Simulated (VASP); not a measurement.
Set up this calculation in VASP 6.6.1, as the native input.

```yaml
Task: single point
Functional: r2SCAN
Potentials_or_basis: VASP PAW PBE potentials, release 64 (Ge_d, S)
Cutoff: 450 eV
k_mesh: 8 × 6 × 1
Occupations: gaussian, width 0.05 eV
Spin: no spin polarisation
Dipole_correction: yes
Further_INCAR_settings: ALGO = Normal; EDIFF = 1e-06; NBANDS = 94
```

System: GeS, a slab with vacuum.

```
CELL_PARAMETERS angstrom
3.58971 0.00000 0.00000
0.00000 4.54717 0.00000
0.00000 0.00000 33.88718
ATOMIC_POSITIONS crystal
Ge 0.75000 0.63573 0.22132
Ge 0.25000 0.13573 0.29921
Ge 0.75000 0.86427 0.38115
Ge 0.25000 0.36427 0.45903
Ge 0.75000 0.63573 0.54097
Ge 0.25000 0.13573 0.61885
Ge 0.75000 0.86427 0.70079
Ge 0.25000 0.36427 0.77868
S 0.25000 0.98680 0.23004
S 0.75000 0.48680 0.29049
S 0.25000 0.51320 0.38986
S 0.75000 0.01320 0.45032
S 0.25000 0.98680 0.54968
S 0.75000 0.48680 0.61014
S 0.25000 0.51320 0.70951
S 0.75000 0.01320 0.76996
```

These files were run (other wordings do the same):

POSCAR

```
GeS
1.0
    3.5897086654      0.0000000000      0.0000000000
    0.0000000000      4.5471733621      0.0000000000
    0.0000000000      0.0000000000     33.8871826238
Ge S
8 8
Direct
    0.7500000000      0.6357285249      0.2213226187
    0.2500000000      0.1357285249      0.2992094341
    0.7500000000      0.8642714751      0.3811452678
    0.2500000000      0.3642714751      0.4590320832
    0.7500000000      0.6357285249      0.5409679168
    0.2500000000      0.1357285249      0.6188547322
    0.7500000000      0.8642714751      0.7007905659
    0.2500000000      0.3642714751      0.7786773813
    0.2500000000      0.9868015271      0.2300379447
    0.7500000000      0.4868015271      0.2904941082
    0.2500000000      0.5131984729      0.3898605937
    0.7500000000      0.0131984729      0.4503167572
    0.2500000000      0.9868015271      0.5496832428
    0.7500000000      0.4868015271      0.6101394063
    0.2500000000      0.5131984729      0.7095058918
    0.7500000000      0.0131984729      0.7699620553
```

INCAR.step1

```
PREC = Accurate
ENCUT = 450
ISMEAR = 0
SIGMA = 0.05
LREAL = False
LASPH = True
NELM = 120
LDIPOL = True
IDIPOL = 3
DIPOL = 0.5 0.5 0.500
NBANDS = 94
GGA = PE
ALGO = Normal
EDIFF = 1E-5
LWAVE = True
LCHARG = False
GGA_COMPAT = False
NELMDL = -8
KPAR = 4
```

INCAR.step2

```
PREC = Accurate
ENCUT = 450
EDIFF = 1E-6
ISMEAR = 0
SIGMA = 0.05
LREAL = False
LASPH = True
NELM = 120
ALGO = Normal
ISIF = 2
LWAVE = False
LCHARG = True
LDIPOL = True
IDIPOL = 3
DIPOL = 0.5 0.5 0.500
METAGGA = R2SCAN
LMIXTAU = True
LVHAR = True
LVACPOTAV = True
NBANDS = 94
ISTART = 1
GGA_COMPAT = False
KPAR = 4
```

KPOINTS

```
regular mesh
0
Gamma
  8 6 1
```

Potentials or basis: VASP PAW PBE potentials, release 64 (Ge_d, S).

Command:

```console
$ cat potpaw_PBE.64/Ge_d/POTCAR potpaw_PBE.64/S/POTCAR > POTCAR
$ cp INCAR.step1 INCAR
$ mpirun -np 4 vasp_std > vasp.out
$ cp INCAR.step2 INCAR
$ mpirun -np 4 vasp_std > vasp.out
```

It gave:

```
Largest force          : 0.126 eV/Å
Band gap on the k mesh : 1.49 eV
```

Caveat: the PAW data sets were made with another functional, which shifts forces and pressure a little.

Wall time 29 min on 4 MPI ranks on Intel(R) Xeon(R) Platinum 8488C (Sapphire Rapids), with other jobs on the host, peak memory 0.93 GiB a rank.
